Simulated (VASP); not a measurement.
# HPbNO4 (P1) in VASP: further runs

The runs below take HPbNO4 through single point, with PBE, PBE0.

Everything below comes from runs of VASP 6.6.1. Logs are shortened: lines on timing, memory, paths and dates and some standing lists are left out, and cuts for length are marked.

## Step 1: The cell of the first run

The typed cell holds 7 atoms: a = 3.858 Å, b = 5.535 Å, c = 6.055 Å, α = 106.62°, β = 93.97°, γ = 90.45°.

## Step 2: Single point, PBE

Input file INCAR:

```
  ALGO = Normal
  EDIFF = 1E-6
  ENCUT = 520
  GGA = PE
  ISIF = 2
  ISMEAR = -1
  LASPH = T
  LCHARG = F
  LREAL = F
  LWAVE = F
  NBANDS = 31
  NELM = 100
  PREC = Accurate
  SIGMA = 0.05
```

Input file KPOINTS:

```
k-points
0
Gamma
  4 3 3
```

Input file POSCAR:

```
HPbNO4
1.0
    3.8540400000      0.1438400000      0.0901200000
   -0.2532000000      5.5269800000      0.1647100000
   -0.4819700000     -1.9272000000      5.7202500000
H Pb N O
1 1 1 4
Direct
    0.1091300000      0.6571800000      0.5446300000
    0.6102900000      0.5212700000      0.1510000000
    0.9158000000      0.9626300000      0.9586700000
    0.0138400000      0.1363900000      0.8808400000
    0.7239800000      0.0105700000      0.1285800000
    0.0038900000      0.7373200000      0.8704300000
    0.1192700000      0.5932400000      0.3765100000
```

Potentials or basis: VASP PAW PBE potentials, release 64 (H, Pb_d, N, O).

Started as:

```bash
$ cat potpaw_PBE.64/H/POTCAR potpaw_PBE.64/Pb_d/POTCAR potpaw_PBE.64/N/POTCAR potpaw_PBE.64/O/POTCAR > POTCAR
$ mpirun -np 1 vasp_std > vasp.out
```

OUTCAR:

```text
EDIFF = 1E-6
   ENCUT = 520
   GGA = PE
   ISIF = 2
   ISMEAR = -1
   LASPH = T
   LREAL = F
   NELM = 100
   PREC = Accurate

 ion  position               nearest neighbor table
   1  0.109  0.657  0.545-   7 0.98
   2  0.610  0.521  0.151-   7 2.28   7 2.38   5 2.78   5 2.83   4 2.84   6 2.85
   3  0.916  0.963  0.959-   4 1.25   6 1.27   5 1.28
   4  0.014  0.136  0.881-   3 1.25   2 2.84
   5  0.724  0.011  0.129-   3 1.28   2 2.78   2 2.83
   6  0.004  0.737  0.870-   3 1.27   2 2.85
   7  0.119  0.593  0.377-   1 0.98   2 2.28   2 2.38

  LATTYP: Found a triclinic cell.
 ALAT       =     6.9506566964
 B/A-ratio  =     0.5550232440
 C/A-ratio  =     0.7963604173
 COS(alpha) =     0.0077737674
 COS(beta)  =     0.2535091708
 COS(gamma) =     0.4946358889

  Lattice vectors:

 A1 = (  -3.3720700000,   1.7833600000,  -5.8103700000)
 A2 = (  -3.8540400000,  -0.1438400000,  -0.0901200000)
 A3 = (  -0.2532000000,   5.5269800000,   0.1647100000)

Analysis of symmetry for initial positions (statically):
=====================================================================
 Subroutine PRICEL returns:
 Original cell was already a primitive cell.

 Routine SETGRP: Setting up the symmetry group for a
 triclinic supercell.

 Subroutine GETGRP returns: Found  1 space group operations
 (whereof  1 operations were pure point group operations)
 out of a pool of  2 trial point group operations.

The static configuration has the point symmetry C_1 .

Analysis of symmetry for dynamics (positions and initial velocities):
=====================================================================
 Subroutine PRICEL returns:
 Original cell was already a primitive cell.

 Routine SETGRP: Setting up the symmetry group for a
 triclinic supercell.

 Subroutine GETGRP returns: Found  1 space group operations
 (whereof  1 operations were pure point group operations)
 out of a pool of  2 trial point group operations.

The dynamic configuration has the point symmetry C_1 .

 Subroutine INISYM returns: Found  1 space group operations
 (whereof  1 operations are pure point group operations),
 and found     1 'primitive' translations
[... 95 lines left out ...]
   LSORBIT =      F    spin-orbit coupling
   LASPH  =      T    aspherical Exc in radial PAW
   ENCUT  =  520.0 eV  38.22 Ry    6.18 a.u.   7.17 10.29 11.26*2*pi/ulx,y,z
   NELM   =    100;   NELMIN=  2; NELMDL= -5     # of ELM steps
   EDIFF  = 0.1E-05   stopping-criterion for ELM
   LREAL  =      F    real-space projection
   EDIFFG = 0.1E-04   stopping-criterion for IOM
   NSW    =      0    number of steps for IOM
   IBRION =     -1    ionic relax: 0-MD 1-quasi-New 2-CG
   NFREE  =      0    steps in history (QN), initial steepest desc. (CG)
   ISIF   =      2    stress and relaxation
   ISYM   =      2    0-nonsym 1-usesym 2-fastsym
   POTIM  = 0.5000    time-step for ionic-motion
   TEBEG  =    0.0;   TEEND  =   0.0 temperature during run
   PSTRESS=    0.0 pullay stress
   NELECT =      44.0000    total number of electrons
   NUPDOWN=      -1.0000    fix difference up-down
   EMIN   =  10.00;   EMAX   =-10.00  energy-range for DOS
   EFERMI =   0.00;   METHOD = LEGACY
   ISMEAR =    -1;   SIGMA  =   0.05  broadening in eV -4-tet -1-fermi 0-gaus
   EFERMI_NEDOS =   21; number of points for ismear=-14 and -15
   IALGO  =     38    algorithm
   IMIX   =      4    mixing-type and parameters
     AMIX     =   0.40;   BMIX     =  1.00
     AMIX_MAG =   1.60;   BMIX_MAG =  1.00
  volume/ion in A,a.u.               =      17.65       119.11
  Fermi-wavevector in a.u.,A,eV,Ry     =   1.160402  2.192842 18.320693  1.346533
  Thomas-Fermi vector in A             =   2.296985
   LORBIT       =      0    0 simple, 1 ext, 2 COOP (PROOUT), +10 PAW based schemes
   GGA     = PE    functional components
   LHFCALC =     F    Hartree Fock is set to
   AEXX    =    0.0000 exact exchange contribution
   IVDW    =     0    specifies the selected vdW correction
   LEPSILON=     F    determine dielectric tensor
   LRPA    =     F    only Hartree local field effects (RPA)
 non-spin polarized calculation
  energy-cutoff  :      520.00
  volume of cell :      123.55
 maximum number of plane-waves:      3346
 NGX is ok and might be reduce to    30
   NGX = 15   NGY = 21   NGZ = 23

 number of electron      44.0000005 magnetization

 Free energy of the ion-electron system (eV)
  ---------------------------------------------------
  ext. energy  EPLUGINS =         0.00000000
  ---------------------------------------------------
  free energy    TOTEN  =       -40.40288605 eV

  energy without entropy =      -40.40288605  energy(sigma->0) =      -40.40288605

 E-fermi :   0.3726     XC(G=0):  -7.5545

 val. band max:       -0.7764248613   @ k =   0.5000  -0.3333   0.3333
 cond. band min:       2.4319376373   @ k =   0.5000   0.0000   0.3333
 fundamental gap:      3.2083624986
 Fermi energy:         0.3725587276

 k-point     1 :       0.0000    0.0000    0.0000
  band No.  band energies     occupation
      1     -26.4504      2.00000
      2     -21.0431      2.00000
      3     -20.8027      2.00000
      4     -18.2160      2.00000
      5     -15.7746      2.00000
      6     -15.7510      2.00000
[... 635 lines left out ...]
     30       9.9709      0.00000
     31      10.6597      0.00000

------------------------ aborting loop because EDIFF is reached ----------------------------------------

  FORCE on cell =-STRESS in cart. coord.  units (eV):
  Direction    XX          YY          ZZ          XY          YZ          ZX
  --------------------------------------------------------------------------------------
  -------------------------------------------------------------------------------------
  Total        0.1634542      0.6172277      0.3739733      0.0310591      0.0147008     -0.3255740
  in kB        2.1196058      8.0039484      4.8495280      0.4027615      0.1906337     -4.2219067
  external PRESSURE =       4.9910274 kB  Pullay stress =       0.0000000 kB

 VOLUME and BASIS-vectors are now :
 -----------------------------------------------------------------------------
  energy-cutoff  :      520.00
  volume of cell :      123.55
      direct lattice vectors                 reciprocal lattice vectors
     3.854040000  0.143840000  0.090120000     0.258457951  0.011080161  0.025509840
    -0.253200000  5.526980000  0.164710000    -0.008065233  0.178786348  0.059555063
    -0.481970000 -1.927200000  5.720250000    -0.003839658 -0.005322572  0.172700798

 POSITION                                       TOTAL-FORCE (eV/Angst)
 -----------------------------------------------------------------------------------
     -0.00830      2.59831      3.23350        -0.009886     -0.002097      0.099126
      2.14732      2.67783      1.00462        -0.016294     -0.001054     -0.017213
      2.82374      3.60462      5.72492        -0.011447     -0.045215      0.015017
     -0.40573     -0.94174      5.06234         0.126366      0.379346     -0.131744
      2.72560     -0.08524      0.80250        -0.236707     -0.026333      0.266775
     -0.59122      2.39822      5.10087         0.126971     -0.305473     -0.154143
      0.12800      2.57037      2.26219         0.020998      0.000826     -0.077818
 -----------------------------------------------------------------------------------
    total drift:                               -0.000582     -0.000427      0.000855

  FREE ENERGIE OF THE ION-ELECTRON SYSTEM (eV)
  ---------------------------------------------------
  free  energy   TOTEN  =       -40.4028860531 eV

  energy  without entropy=      -40.4028860531  energy(sigma->0) =      -40.40288605
```

It took 2.2 min on 1 thread of Intel Xeon 8259CL, shared host; peak memory 0.27 GiB.

Results:

```yaml
Free_energy: -40.4029 eV
Pressure: 0.5 GPa
Largest_force: 0.421 eV/Å
Band_gap_on_the_k_mesh: 3.21 eV (least direct gap 3.29 eV)
```

Forces on the atoms (eV/Å):
```
H   -0.010 -0.002  0.099
Pb  -0.016 -0.001 -0.017
N   -0.011 -0.045  0.015
O    0.126  0.379 -0.132
O   -0.237 -0.026  0.267
O    0.127 -0.305 -0.154
O    0.021  0.001 -0.078
```

Levels at points of the mesh, in eV from the valence-band top:
| k point | band 19 | band 20 | band 21 | band 22 | band 23 | band 24 | band 25 | band 26 |
| --- | --- | --- | --- | --- | --- | --- | --- | --- |
| (0.00, 0.00, 0.00) | -1.64 | -1.41 | -0.62 | -0.35 | 3.53 | 4.44 | 5.90 | 6.08 |
| (0.50, 0.00, 0.00) | -1.52 | -0.51 | -0.39 | -0.27 | 3.25 | 5.05 | 5.64 | 6.38 |

Caveat: the standard files for N, O and F lose accuracy on very short bonds; spin-orbit coupling is left out, which moves the levels of the heavy elements. A k mesh can miss the band edges.

## Step 3: Single point, PBE0

POSCAR is that of step 2.

Input file INCAR.step1:

```
ALGO = Normal ; EDIFF = 1E-5
ENCUT = 520 ; GGA = PE
ISIF = 2 ; ISMEAR = -1
LASPH = True ; LREAL = False
LWAVE = True ; NBANDS = 31
NELM = 100 ; PREC = Accurate
SIGMA = 0.05
```

Input file INCAR.step2:

```
AEXX = 0.25 ; ALGO = Normal
EDIFF = 1E-7 ; ENCUT = 520
GGA = PE ; ISIF = 2
ISMEAR = -1 ; ISTART = 1
LASPH = True ; LCHARG = True
LELF = True ; LHFCALC = True
LREAL = False ; LVHAR = True
LWAVE = False ; NBANDS = 31
NELM = 100 ; PREC = Accurate
PRECFOCK = Fast ; SIGMA = 0.05
```

Input file KPOINTS:

```
k-points
0
Gamma
  3 2 2
```

Potentials or basis: VASP PAW PBE potentials, release 64 (H, Pb_d, N, O).

Started as:

```bash
$ cat potpaw_PBE.64/H/POTCAR potpaw_PBE.64/Pb_d/POTCAR potpaw_PBE.64/N/POTCAR potpaw_PBE.64/O/POTCAR > POTCAR
$ cp INCAR.step1 INCAR
$ mpirun -np 1 vasp_std > vasp.out
$ cp INCAR.step2 INCAR
$ mpirun -np 1 vasp_std > vasp.out
```

It took 16 min on 1 thread of AMD EPYC, shared host; peak memory 0.24 GiB.

The run converged. Its results:

* Free energy: -54.7843 eV
* Pressure: -2.8 GPa
* Largest force: 1.080 eV/Å
* Band gap on the k mesh: 5.25 eV (least direct gap 5.39 eV)

Forces on the atoms (eV/Å):
```
H    0.075 -0.020 -0.469
Pb   0.040  0.001  0.177
N   -0.018 -0.065  0.050
O   -0.311 -0.845  0.367
O    0.702  0.084 -0.817
O   -0.364  0.819  0.457
O   -0.125  0.026  0.234
```

Stress tensor (GPa, compression positive):
```
-2.46 -0.06  1.26
-0.06 -2.96  0.01
 1.26  0.01 -2.95
```

Levels at points of the mesh, in eV from the valence-band top:
| k point | band 20 | band 21 | band 22 | band 23 | band 24 | band 25 |
| --- | --- | --- | --- | --- | --- | --- |
| (0.00, 0.00, 0.00) | -1.76 | -1.14 | -1.01 | 5.66 | 6.36 | 7.91 |
| (0.00, 0.50, 0.00) | -1.41 | -1.27 | -1.04 | 5.73 | 6.29 | 6.69 |
| (0.00, 0.00, 0.50) | -1.47 | -1.21 | -0.96 | 5.37 | 5.86 | 7.89 |
| (0.00, 0.50, 0.50) | -1.32 | -1.23 | -0.99 | 5.69 | 5.99 | 6.70 |

Caveat: the k points lie up to 0.59 Å⁻¹ apart; the standard files for N, O and F lose accuracy on very short bonds; the PAW data sets were made with another functional, which shifts forces and pressure a little; spin-orbit coupling is left out, which moves the levels of the heavy elements.
